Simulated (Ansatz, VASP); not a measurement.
**Two plane-wave programs on Sn2TeS**

Contents of INCAR:

```
SYSTEM = Sn2TeS
ALGO = Normal
EDIFF = 1E-6
ENCUT = 520
GGA = PE
ISIF = 2
ISMEAR = -1
LASPH = .True.
LCHARG = .False.
LREAL = .False.
LWAVE = .False.
NBANDS = 28
NELM = 100
PREC = Accurate
SIGMA = 0.02
```

The input KPOINTS:

```
k-points
0
Gamma
  6 6 4
  0 0 0
```

File POSCAR:

```
Sn2TeS
1.0
    4.3386858798      0.0000000000      0.0000000000
    0.0000000000      4.3218307399      0.0000000000
    0.0000000000      0.0000000000      6.1499981106
S Sn Te
1 2 1
Direct
    0.0000000000      0.0000000000      0.0000000000
    0.0000000000      0.0000000000      0.5000000000
    0.5000000000      0.5000000000      0.0000000000
    0.5000000000      0.5000000000      0.5000000000
```

Input for Ansatz:

```yaml
crystal:
  lattice:
    - [4.3386858798, 0.0, 0.0]
    - [0.0, 4.3218307399, 0.0]
    - [0.0, 0.0, 6.1499981106]
  atoms:
    - { symbol: S, position: [0.0, 0.0, 0.0] }
    - { symbol: Sn, position: [0.0, 0.0, 0.5] }
    - { symbol: Te, position: [0.5, 0.5, 0.5] }
    - { symbol: Sn, position: [0.5, 0.5, 0.0] }
kpoints:
  mp_grid: { grid: [6, 6, 4] }
  band_path:
    path:
      - [0.0, 0.0, 0.0]
      - [0.0, 0.5, 0.0]
      - [0.5, 0.5, 0.0]
      - [0.0, 0.0, 0.5]
      - [0.0, 0.5, 0.5]
      - [0.5, 0.5, 0.5]
      - [0.0, 0.45, 0.5]
      - [0.5, 0.0, 0.5]
      - [-0.083333, -0.5, 0.493001]
    npoints: 1
hamiltonian:
  xc: pbe
scf:
  occupations: { method: fermi_dirac, width: 0.02 }
  n_extra_bands: 5
output:
  forces: true
  stress: true
  eigenvalues: true
  write_density: true
  write_potential: true
  elf: true
  volumetric_format: npy
```

Change from the starting cell: uniaxial_x strain +0.4%.

Alike in both runs: task single point; functional PBE; k mesh 6 × 6 × 4; occupations fermi-dirac, width 0.02 eV; no spin polarisation.

|  | VASP | Ansatz |
| --- | --- | --- |
| version | VASP 6.6.1 | Ansatz 0.2.0 |
| potentials or method | VASP PAW PBE potentials, release 64 (S, Sn_d, Te) | plane waves, PAW |
| plane-wave cutoff (eV) | 520 | 420 |
| valence electrons in the cell | 40 | 50 |

```csv
,VASP,Ansatz,Ansatz less VASP
pressure (GPa),0.7,0.7,+0.04
```

VASP's potentials hold 40 valence electrons a cell and Ansatz's 50, so a difference there can come from the potentials and not from the codes.

Neither program's run includes spin-orbit coupling.
